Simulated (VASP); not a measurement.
Here is a VASP 6.6.1 calculation.

The input INCAR:

```
ALGO = Normal
EDIFF = 1E-6
ENCUT = 520
GGA = PE
ISIF = 2
ISMEAR = 0
IVDW = 12
LASPH = True
LCHARG = False
LREAL = False
LWAVE = False
NBANDS = 20
NELM = 60
PREC = Accurate
SIGMA = 0.01
```

KPOINTS

```
k-points
0
Gamma
  12 12 4
```

File POSCAR:

```
MoS2
1.0
    3.1495253834      0.0000000000      0.0000000000
   -1.5747626917      2.7275689918      0.0000000000
    0.0000000000      0.0000000000      6.6474594286
Mo S
1 2
Direct
    0.0000000000      0.0000000000      0.0000000000
    0.3333333333      0.6666666667      0.2356931431
    0.3333333333      0.6666666667      0.7643068569
```

Potentials or basis: VASP PAW PBE potentials, release 64 (Mo_sv, S).

Run with:

```bash
$ cat potpaw_PBE.64/Mo_sv/POTCAR potpaw_PBE.64/S/POTCAR > POTCAR
$ mpirun -np 1 vasp_std > vasp.out
```

Problem. What does it give for the band gap on the k mesh?

Solution. 1.22 eV, indirect (least direct gap 1.76 eV).

Problem. What does it give for the largest force?

Solution. 0.013 eV/Å.

Problem. Estimate the pressure.

Solution. -0.1 GPa.

Forces on the atoms (eV/Å):
```
Mo   0.000  0.000  0.000
S    0.000  0.000 -0.013
S    0.000  0.000  0.013
```

A k mesh can miss the band edges. As with any semilocal functional, this PBE gap is likely too small.
